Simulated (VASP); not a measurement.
# C (P6/mmm) in VASP: notebook

C is run at these levels: PBE; tasks: single point, relaxation of cell and atoms.

Everything below comes from runs of VASP 6.6.1. Logs are shortened: lines on timing, memory, paths and dates and some standing lists are left out, and cuts for length are marked.

## 1. The cell of the first run

Symmetry: P6/mmm, No. 191, hexagonal system. Conventional cell: a = 4.651 Å, b = 4.651 Å, c = 1.257 Å, α = 90.00°, β = 90.00°, γ = 120.00°. C (site symmetry 6/mmm) has 2 C at 1.26 Å within 1.7 Å. Within 1.7 Å of C (site symmetry -6m2) lie 2 C at 1.26 Å.

## 2. Single point, PBE

Input file INCAR:

```
  PREC = Accurate
  ENCUT = 520
  EDIFF = 1E-6
  ISMEAR = -1
  SIGMA = 0.05
  LREAL = F
  LASPH = T
  NELM = 100
  ALGO = Normal
  ISIF = 2
  LWAVE = F
  LCHARG = F
  GGA = PE
  NBANDS = 13
```

Input file KPOINTS:

```
regular mesh
0
Gamma
  12 12 16
```

Input file POSCAR:

```
C
1.0
    4.6505353015      0.0000000000      0.0000000000
   -2.3252676507      4.0274817123      0.0000000000
    0.0000000000      0.0000000000      1.2572098453
C
3
Direct
    0.0000000000      0.0000000000      0.0000000000
    0.3333333333      0.6666666667      0.5000000000
    0.6666666667      0.3333333333      0.5000000000
```

Potentials or basis: VASP PAW PBE potentials, release 64 (C).

Launch:

```
> cat potpaw_PBE.64/C/POTCAR > POTCAR
> mpirun -np 1 vasp_std > vasp.out
```

OUTCAR:

```text
PREC = Accurate
   ENCUT = 520
   EDIFF = 1E-6
   ISMEAR = -1
   LREAL = F
   LASPH = T
   NELM = 100
   ISIF = 2
   GGA = PE

 ion  position               nearest neighbor table
   1  0.000  0.000  0.000-
   2  0.333  0.667  0.500-
   3  0.667  0.333  0.500-

  LATTYP: Found a hexagonal cell.
 ALAT       =     4.6505353015
 C/A-ratio  =     0.2703365879

  Lattice vectors:

 A1 = (   4.6505353015,   0.0000000000,   0.0000000000)
 A2 = (  -2.3252676507,   4.0274817123,   0.0000000000)
 A3 = (   0.0000000000,   0.0000000000,   1.2572098453)

Analysis of symmetry for initial positions (statically):
=====================================================================
 Subroutine PRICEL returns:
 Original cell was already a primitive cell.

 Routine SETGRP: Setting up the symmetry group for a
 hexagonal supercell.

 Subroutine GETGRP returns: Found 24 space group operations
 (whereof 24 operations were pure point group operations)
 out of a pool of 24 trial point group operations.

The static configuration has the point symmetry D_6h.

Analysis of symmetry for dynamics (positions and initial velocities):
=====================================================================
 Subroutine PRICEL returns:
 Original cell was already a primitive cell.

 Routine SETGRP: Setting up the symmetry group for a
 hexagonal supercell.

 Subroutine GETGRP returns: Found 24 space group operations
 (whereof 24 operations were pure point group operations)
 out of a pool of 24 trial point group operations.

The dynamic configuration has the point symmetry D_6h.

 Subroutine INISYM returns: Found 24 space group operations
 (whereof 24 operations are pure point group operations),
 and found     1 'primitive' translations

----------------------------------------------------------------------------------------

                                     Primitive cell

  volume of cell :      23.5475

  direct lattice vectors                    reciprocal lattice vectors
     4.650535301  0.000000000  0.000000000     0.215029010  0.124147057  0.000000000
    -2.325267651  4.027481712  0.000000000     0.000000000  0.248294113  0.000000000
     0.000000000  0.000000000  1.257209845     0.000000000  0.000000000  0.795412161

  length of vectors
     4.650535301  4.650535301  1.257209845     0.248294113  0.248294113  0.795412161

  position of ions in fractional coordinates (direct lattice)
     0.000000000  0.000000000  0.000000000
     0.333333333  0.666666667  0.500000000
     0.666666667  0.333333333  0.500000000
[... 89 lines left out ...]
   NELECT =      12.0000    total number of electrons
   NUPDOWN=      -1.0000    fix difference up-down
   EMIN   =  10.00;   EMAX   =-10.00  energy-range for DOS
   EFERMI =   0.00;   METHOD = LEGACY
   ISMEAR =    -1;   SIGMA  =   0.05  broadening in eV -4-tet -1-fermi 0-gaus
   EFERMI_NEDOS =   21; number of points for ismear=-14 and -15
   IALGO  =     38    algorithm
   IMIX   =      4    mixing-type and parameters
     AMIX     =   0.40;   BMIX     =  1.00
     AMIX_MAG =   1.60;   BMIX_MAG =  1.00
  volume/ion in A,a.u.               =       7.85        52.97
  Fermi-wavevector in a.u.,A,eV,Ry     =   1.307637  2.471075 23.264794  1.709914
  Thomas-Fermi vector in A             =   2.438358
   LORBIT       =      0    0 simple, 1 ext, 2 COOP (PROOUT), +10 PAW based schemes
   GGA     = PE    functional components
   LHFCALC =     F    Hartree Fock is set to
   AEXX    =    0.0000 exact exchange contribution
   IVDW    =     0    specifies the selected vdW correction
   LEPSILON=     F    determine dielectric tensor
   LRPA    =     F    only Hartree local field effects (RPA)
 non-spin polarized calculation
  energy-cutoff  :      520.00
  volume of cell :       23.55
 maximum number of plane-waves:       657
 NGX is ok and might be reduce to    36

 number of electron      12.0000001 magnetization

 Free energy of the ion-electron system (eV)
  ---------------------------------------------------
  ext. energy  EPLUGINS =         0.00000000
  ---------------------------------------------------
  free energy    TOTEN  =       -23.34049980 eV

  energy without entropy =      -23.33466507  energy(sigma->0) =      -23.33758244

 E-fermi :   5.4125     XC(G=0): -11.3609

 val. band max:        5.4094151198   @ k =   0.2500   0.1667   0.2500
 cond. band min:       5.4728949156   @ k =   0.4167   0.1667   0.3125
 fundamental gap:      0.0634797958
 Fermi energy:         5.4125484307

 k-point     1 :       0.0000    0.0000    0.0000
  band No.  band energies     occupation
      1     -13.3423      2.00000
      2     -10.4767      2.00000
      3     -10.4754      2.00000
      4      -2.0528      2.00000
      5      -2.0528      2.00000
      6      -2.0526      2.00000
      7      -2.0526      2.00000
      8       2.6887      2.00000
      9       2.6887      2.00000
     10      15.0323      0.00000
     11      20.4820      0.00000
     12      20.4820      0.00000
     13      20.4823      0.00000
[... 354 lines left out ...]
  band No.  band energies     occupation
      1     -12.4955      2.00000
      2     -11.0641      2.00000
      3     -10.5844      2.00000
      4      -3.0682      2.00000
      5      -1.7729      2.00000
      6       0.5318      2.00000
      7       0.9669      2.00000
      8       1.0051      2.00000
      9       2.4162      2.00000
     10      15.9882      0.00000
     11      17.2101      0.00000
     12      18.5083      0.00000
     13      19.4780      0.00000

 [... further k-points ...]

------------------------ aborting loop because EDIFF is reached ----------------------------------------

  FORCE on cell =-STRESS in cart. coord.  units (eV):
  Direction    XX          YY          ZZ          XY          YZ          ZX
  --------------------------------------------------------------------------------------
  -------------------------------------------------------------------------------------
  Total        6.2675604      6.2675604      6.1673984      0.0000000      0.0000000      0.0000000
  in kB      426.4467535    426.4467535    419.6316998      0.0000000      0.0000000      0.0000000
  external PRESSURE =     424.1750689 kB  Pullay stress =       0.0000000 kB

 VOLUME and BASIS-vectors are now :
 -----------------------------------------------------------------------------
  energy-cutoff  :      520.00
  volume of cell :       23.55
      direct lattice vectors                 reciprocal lattice vectors
     4.650535301  0.000000000  0.000000000     0.215029010  0.124147057  0.000000000
    -2.325267651  4.027481712  0.000000000     0.000000000  0.248294113  0.000000000
     0.000000000  0.000000000  1.257209845     0.000000000  0.000000000  0.795412161

 POSITION                                       TOTAL-FORCE (eV/Angst)
 -----------------------------------------------------------------------------------
      0.00000      0.00000      0.00000        -0.000000      0.000000      0.000000
     -0.00000      2.68499      0.62860        -0.000000     -0.000000      0.000000
      2.32527      1.34249      0.62860         0.000000      0.000000      0.000000
 -----------------------------------------------------------------------------------
    total drift:                               -0.000000      0.000000      0.000000

  FREE ENERGIE OF THE ION-ELECTRON SYSTEM (eV)
  ---------------------------------------------------
  free  energy   TOTEN  =       -23.3404997987 eV

  energy  without entropy=      -23.3346650728  energy(sigma->0) =      -23.33758244
```

stdout:

```text
POSCAR found type information on POSCAR C
 POSCAR found :  1 types and       3 ions
 scaLAPACK will be used
 LDA part: xc-table for (Slater+PW92), standard interpolation
 POSCAR, INCAR and KPOINTS ok, starting setup
 FFT: planning ... GRIDC
 FFT: planning ... GRID_SOFT
 FFT: planning ... GRID
 WAVECAR not read
 entering main loop
```

It took 48 s on 1 thread of Intel Xeon Platinum 8259CL at 2.50GHz (Skylake/Cascade Lake), shared host; peak memory 0.15 GiB.

What came out:

| Item | Value |
| --- | --- |
| Free energy | -23.3405 eV |
| Pressure | 42.4 GPa |
| Band gap on the k mesh | zero (band 6 reaches 15.93 eV, above the bottom of band 7 at -2.05 eV) |

Stress tensor (GPa, compression positive):
```
42.64  0.00  0.00
 0.00 42.64  0.00
 0.00  0.00 41.96
```

## 3. Single point, PBE

This run uses another cell than the first one, of 10.56 Å³/atom, 1.345 times its volume.

Input file INCAR:

```
ALGO = Normal
EDIFF = 1E-6
ENCUT = 520
GGA = PE
ISIF = 2
ISMEAR = -1
LASPH = T
LCHARG = F
LREAL = F
LWAVE = F
NBANDS = 13
NELM = 100
PREC = Accurate
SIGMA = 0.05
```

Input file KPOINTS:

```
k-points
0
Gamma
  12 12 16
```

Input file POSCAR:

```
C
1.0
    5.3523399736      0.0000000000      0.0000000000
   -2.6761699868      4.6352623868      0.0000000000
    0.0000000000      0.0000000000      1.2764179130
C
3
Direct
    0.0000000000      0.0000000000      0.0000000000
    0.3333333333      0.6666666667      0.5000000000
    0.6666666667      0.3333333333      0.5000000000
```

Potentials or basis: VASP PAW PBE potentials, release 64 (C).

Launch:

```
> cat potpaw_PBE.64/C/POTCAR > POTCAR
> mpirun -np 1 vasp_std > vasp.out
```

Wall time 68 s (1 thread of Intel Xeon Platinum 8259CL at 2.50GHz (Skylake/Cascade Lake), shared host); peak memory 0.17 GiB.

Results (log left out):

- Free energy: -24.4770 eV
- Pressure: 7.9 GPa
- Band gap on the k mesh: zero (band 6 reaches 11.81 eV, above the bottom of band 7 at -3.75 eV)

Stress tensor (GPa, compression positive):
```
8.06 0.00 0.00
0.00 8.06 0.00
0.00 0.00 7.65
```

Levels at points of the mesh, in eV from the Fermi level:
| k point | band 4 | band 5 | band 6 | band 7 | band 8 | band 9 |
| --- | --- | --- | --- | --- | --- | --- |
| (0.00, 0.00, 0.00) | -6.35 | -6.35 | -6.35 | -6.35 | -3.88 | -3.88 |
| (0.50, 0.00, 0.00) | -7.27 | -5.93 | -5.93 | -4.59 | -4.58 | -4.58 |
| (0.00, 0.00, 0.50) | 8.03 | 8.59 | 9.21 | 10.77 | 10.77 | 11.10 |
| (0.50, 0.00, 0.50) | 8.32 | 8.57 | 8.71 | 10.65 | 11.03 | 11.09 |

## 4. Single point, PBE

Input file INCAR:

```
SYSTEM = C
ALGO = Normal
EDIFF = 1E-6
ENCUT = 520
GGA = PE
ISIF = 2
ISMEAR = -1
LASPH = .TRUE.
LCHARG = .FALSE.
LREAL = .FALSE.
LWAVE = .FALSE.
NBANDS = 13
NELM = 100
PREC = Accurate
SIGMA = 0.05
```

Input file KPOINTS:

```
k-points
0
G
  12 12 16
  0 0 0
```

POSCAR is that of step 3.

Potentials or basis: VASP PAW PBE potentials, release 64 (C).

Launch:

```
> cat potpaw_PBE.64/C/POTCAR > POTCAR
> mpirun -np 1 vasp_std > vasp.out
```

OUTCAR:

```text
SYSTEM = C
   EDIFF = 1E-6
   ENCUT = 520
   GGA = PE
   ISIF = 2
   ISMEAR = -1
   LASPH = .TRUE.
   LREAL = .FALSE.
   NELM = 100
   PREC = Accurate

 ion  position               nearest neighbor table
   1  0.000  0.000  0.000-
   2  0.333  0.667  0.500-
   3  0.667  0.333  0.500-

  LATTYP: Found a hexagonal cell.
 ALAT       =     5.3523399736
 C/A-ratio  =     0.2384784822

  Lattice vectors:

 A1 = (   5.3523399736,   0.0000000000,   0.0000000000)
 A2 = (  -2.6761699868,   4.6352623868,   0.0000000000)
 A3 = (   0.0000000000,   0.0000000000,   1.2764179130)

Analysis of symmetry for initial positions (statically):
=====================================================================
 Subroutine PRICEL returns:
 Original cell was already a primitive cell.

 Routine SETGRP: Setting up the symmetry group for a
 hexagonal supercell.

 Subroutine GETGRP returns: Found 24 space group operations
 (whereof 24 operations were pure point group operations)
 out of a pool of 24 trial point group operations.

The static configuration has the point symmetry D_6h.

Analysis of symmetry for dynamics (positions and initial velocities):
=====================================================================
 Subroutine PRICEL returns:
 Original cell was already a primitive cell.

 Routine SETGRP: Setting up the symmetry group for a
 hexagonal supercell.

 Subroutine GETGRP returns: Found 24 space group operations
 (whereof 24 operations were pure point group operations)
 out of a pool of 24 trial point group operations.

The dynamic configuration has the point symmetry D_6h.

 Subroutine INISYM returns: Found 24 space group operations
 (whereof 24 operations are pure point group operations),
 and found     1 'primitive' translations

----------------------------------------------------------------------------------------

                                     Primitive cell

  volume of cell :      31.6673

  direct lattice vectors                    reciprocal lattice vectors
[... 121 lines left out ...]
  energy-cutoff  :      520.00
  volume of cell :       31.67
 maximum number of plane-waves:       881
 NGX is ok and might be reduce to    40

 number of electron      11.9999999 magnetization

 Free energy of the ion-electron system (eV)
  ---------------------------------------------------
  ext. energy  EPLUGINS =         0.00000000
  ---------------------------------------------------
  free energy    TOTEN  =       -24.47698107 eV

  energy without entropy =      -24.47409848  energy(sigma->0) =      -24.47553978

 E-fermi :   2.5973     XC(G=0):  -9.7415

 val. band max:        2.5657436845   @ k =   0.2500   0.1667   0.2500
 cond. band min:       2.6755462479   @ k =   0.2500  -0.0000   0.2500
 fundamental gap:      0.1098025634
 Fermi energy:         2.5973120659

 k-point     1 :       0.0000    0.0000    0.0000
  band No.  band energies     occupation
      1     -14.6609      2.00000
      2     -13.4884      2.00000
      3     -13.4883      2.00000
      4      -3.7522      2.00000
      5      -3.7522      2.00000
      6      -3.7522      2.00000
      7      -3.7522      2.00000
      8      -1.2870      2.00000
      9      -1.2870      2.00000
     10       9.0713      0.00000
     11      14.1407      0.00000
     12      14.1408      0.00000
     13      14.1409      0.00000
[... 354 lines left out ...]
  band No.  band energies     occupation
      1     -14.1523      2.00000
      2     -13.5605      2.00000
      3     -13.4021      2.00000
      4      -4.2163      2.00000
      5      -3.5979      2.00000
      6      -2.1919      2.00000
      7      -2.1255      2.00000
      8      -1.9848      2.00000
      9      -1.2526      2.00000
     10      10.8454      0.00000
     11      11.5583      0.00000
     12      13.4567      0.00000
     13      13.5550      0.00000

 [... further k-points ...]

------------------------ aborting loop because EDIFF is reached ----------------------------------------

  FORCE on cell =-STRESS in cart. coord.  units (eV):
  Direction    XX          YY          ZZ          XY          YZ          ZX
  --------------------------------------------------------------------------------------
  -------------------------------------------------------------------------------------
  Total        1.5921506      1.5921506      1.5119410      0.0000000      0.0000000      0.0000000
  in kB       80.5533888     80.5533888     76.4952617      0.0000000      0.0000000      0.0000000
  external PRESSURE =      79.2006798 kB  Pullay stress =       0.0000000 kB

 VOLUME and BASIS-vectors are now :
 -----------------------------------------------------------------------------
  energy-cutoff  :      520.00
  volume of cell :       31.67
      direct lattice vectors                 reciprocal lattice vectors
     5.352339974  0.000000000  0.000000000     0.186834171  0.107868759  0.000000000
    -2.676169987  4.635262387  0.000000000     0.000000000  0.215737517  0.000000000
     0.000000000  0.000000000  1.276417913     0.000000000  0.000000000  0.783442468

 POSITION                                       TOTAL-FORCE (eV/Angst)
 -----------------------------------------------------------------------------------
      0.00000      0.00000      0.00000        -0.000000      0.000000     -0.000000
     -0.00000      3.09017      0.63821         0.000000      0.000000      0.000000
      2.67617      1.54509      0.63821        -0.000000      0.000000     -0.000000
 -----------------------------------------------------------------------------------
    total drift:                                0.000000     -0.000000     -0.000000

  FREE ENERGIE OF THE ION-ELECTRON SYSTEM (eV)
  ---------------------------------------------------
  free  energy   TOTEN  =       -24.4769810748 eV

  energy  without entropy=      -24.4740984846  energy(sigma->0) =      -24.47553978
```

It took 64 s on 1 thread of Intel Xeon Platinum 8259CL at 2.50GHz (Skylake/Cascade Lake), shared host; peak memory 0.17 GiB.

Results:

* Free energy: -24.4770 eV
* Pressure: 7.9 GPa
* Band gap on the k mesh: zero (band 6 reaches 11.81 eV, above the bottom of band 7 at -3.75 eV)

Levels at points of the mesh, in eV from the Fermi level:
```
           k point  band 4  band 5  band 6  band 7  band 8  band 9
(0.00, 0.00, 0.00)   -6.35   -6.35   -6.35   -6.35   -3.88   -3.88
(0.50, 0.00, 0.00)   -7.27   -5.93   -5.93   -4.59   -4.58   -4.58
(0.00, 0.00, 0.50)    8.03    8.59    9.21   10.77   10.77   11.10
(0.50, 0.00, 0.50)    8.32    8.57    8.71   10.65   11.03   11.09
```

(Part 1 of 2 ends here.)
